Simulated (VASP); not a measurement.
Runs of VASP 6.6.1 on Sc. The structure is that of space group Im-3m (No. 229), or close to it. The cells are those of the table. 

| task | cell | k mesh | cutoff (eV) | gap on the mesh (eV) | pressure (GPa) |
| --- | --- | --- | --- | --- | --- |
| single point | a = 3.201 Å, angles 109.5°, 1 atom | 14 × 14 × 14 | 520 | none | 0.0 |
| single point | a = 3.067 Å, angles 109.5°, 1 atom | 14 × 14 × 14 | 520 | none | 8.0 |
| single point | a = 3.201 Å, angles 109.5°, 1 atom | 20 × 20 × 20 | 520 | none | 0.0 |
| single point | a = 3.201 Å, angles 109.5°, 1 atom | 12 × 12 × 12 | 520 | none | 0.0 |
| single point | a = 3.113 Å, angles 109.5°, 1 atom | 14 × 14 × 14 | 520 | none | 4.8 |
| relaxation of cell and atoms | relaxed from a = 3.191 Å, angles 109.5°, 1 atom | 12 × 12 × 12 | 600 | none | 0.0 |
| single point | a = 3.158 Å, angles 109.5°, 1 atom | 14 × 14 × 14 | 520 | none | 2.2 |
| single point | a = 3.324 Å, angles 109.5°, 1 atom | 14 × 14 × 14 | 520 | none | (b) |
| single point | a = 3.284 Å, angles 109.5°, 1 atom | 14 × 14 × 14 | 520 | none | (a) |
| single point | a = 3.243 Å, angles 109.5°, 1 atom | 14 × 14 × 14 | 520 | none | -1.9 |

Alike in all rows: level BLYP; potentials or basis VASP PAW PBE potentials, release 64 (Sc_sv); no spin polarisation; smearing fermi-dirac 0.1 eV.

Q: Fill in the values left out.

A: (a) -3.4; (b) -4.7.

Caveats: the PAW data sets were made with another functional, which shifts forces and pressure a little.

A gap of «none» marks levels without a gap at the run's occupations.
